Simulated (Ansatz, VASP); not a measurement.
KCl: VASP beside Ansatz

POSCAR

```
KCl
1.0
    0.0000000000      2.9571008111      3.2009935677
    2.9571008111      0.0000000000      3.2009935677
    2.9571008111      2.9571008111      0.0000000000
K Cl
1 1
Direct
    0.0000000000      0.0000000000      0.0000000000
    0.5000000000      0.5000000000      0.5000000000
```

The input INCAR.step1:

```
SYSTEM = KCl
PREC = Accurate ; ENCUT = 520
ISMEAR = 0 ; SIGMA = 0.01
LREAL = .FALSE. ; LASPH = .TRUE.
NELM = 80 ; NBANDS = 15
GGA = PE ; ALGO = Normal
EDIFF = 1E-4 ; LWAVE = .TRUE.
LCHARG = .FALSE.
```

INCAR.step2

```
SYSTEM = KCl
PREC = Accurate ; ENCUT = 520
EDIFF = 1E-7 ; ISMEAR = 0
SIGMA = 0.01 ; LREAL = .FALSE.
LASPH = .TRUE. ; NELM = 80
ALGO = Normal ; ISIF = 2
LWAVE = .FALSE. ; LCHARG = .FALSE.
METAGGA = R2SCAN ; LMIXTAU = .TRUE.
NBANDS = 15 ; ISTART = 1
```

The input KPOINTS:

```
Automatic mesh
0
G
  8 8 8
  0 0 0
```

Input for Ansatz:

```yaml
crystal:
  lattice:
    - [0.0, 2.9571008111, 3.2009935677]
    - [2.9571008111, 0.0, 3.2009935677]
    - [2.9571008111, 2.9571008111, 0.0]
  atoms:
    - { symbol: K, position: [0.0, 0.0, 0.0] }
    - { symbol: Cl, position: [0.5, 0.5, 0.5] }
kpoints:
  mp_grid: { grid: [8, 8, 8] }
  band_path:
    path:
      - [0.0, 0.0, 0.0]
      - [0.5, 0.0, 0.5]
      - [0.625, 0.25, 0.625]
      - [0.375, 0.375, 0.75]
      - [0.5, 0.5, 0.5]
      - [0.5, 0.25, 0.75]
    npoints: 1
hamiltonian:
  xc: r2scan
scf:
  occupations: { method: fixed }
  n_extra_bands: 4
output:
  forces: true
  stress: true
  eigenvalues: true
```

Change from the starting cell: epitaxial_xy strain -6.0%.

Alike in both runs: task single point; functional r2SCAN; k mesh 8 × 8 × 8; no spin polarisation.

|  | VASP | Ansatz |
| --- | --- | --- |
| version | VASP 6.6.1 | Ansatz 0.2.0 |
| potentials or method | VASP PAW PBE potentials, release 64 (K_sv, Cl) | plane waves, PAW |
| plane-wave cutoff (eV) | 520 | 500 |
| occupations | gaussian, width 0.01 eV | fixed |
| valence electrons in the cell | 16 | 16 |

|  | VASP | Ansatz | Ansatz less VASP |
| --- | --- | --- | --- |
| gap on the k mesh at the Fermi level (eV) | 6.15 | 6.14 | -0.004 |
| pressure (GPa) | 3.2 | 3.2 | 0.00 |
| traceless stress, the component that is largest in VASP (GPa) | -3.25 | -3.21 | +0.042 |

VASP's potentials were made for PBE, not for r2SCAN.
